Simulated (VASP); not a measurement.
The system is Co.

```xyz
1
Lattice="0.0000 1.7691 1.7691 1.7691 0.0000 1.7691 1.7691 1.7691 0.0000" Properties=species:S:1:pos:R:3 pbc="T T T"
Co    0.0000    0.0000    0.0000
```

| Quantity | Value |
| --- | --- |
| Program | VASP 6.6.1 |
| Task | relaxation of cell and atoms |
| Functional | BLYP |
| Potentials or basis | VASP PAW PBE potentials, release 64 (Co) |
| Cutoff | 600 eV |
| k mesh | 15 × 15 × 15 |
| Occupations | fermi-dirac, width 0.1 eV |
| Spin | no spin polarisation |

At the start: pressure -5.3 GPa; volume 11.07 Å³/atom.

Task: Where does the relaxation end?

Result: Over 3 steps the energy falls by 4.9 meV/atom and the volume is 10.79 Å³/atom (-2.6 %); space group Fm-3m (No. 225, to 0.05 Å).

Step by step:
| step | energy change (eV) | largest force (eV/Å) | pressure (GPa) | volume (Å³) |
| --- | --- | --- | --- | --- |
| 1 | 0.0000 | 0.0000 | -5.30 | 11.07 |
| 2 | 0.0008 | 0.0000 | 6.36 | 10.50 |
| 3 | -0.0049 | 0.0000 | -0.03 | 10.79 |

Final structure:
```xyz
1
Lattice="0.0000 1.7538 1.7538 1.7538 0.0000 1.7538 1.7538 1.7538 0.0000" Properties=species:S:1:pos:R:3 pbc="T T T"
Co    0.0000    0.0000    0.0000
```

Caveat: the PAW data sets were made with another functional, which shifts forces and pressure a little; the run has no spin polarisation, though such a crystal can be magnetic.
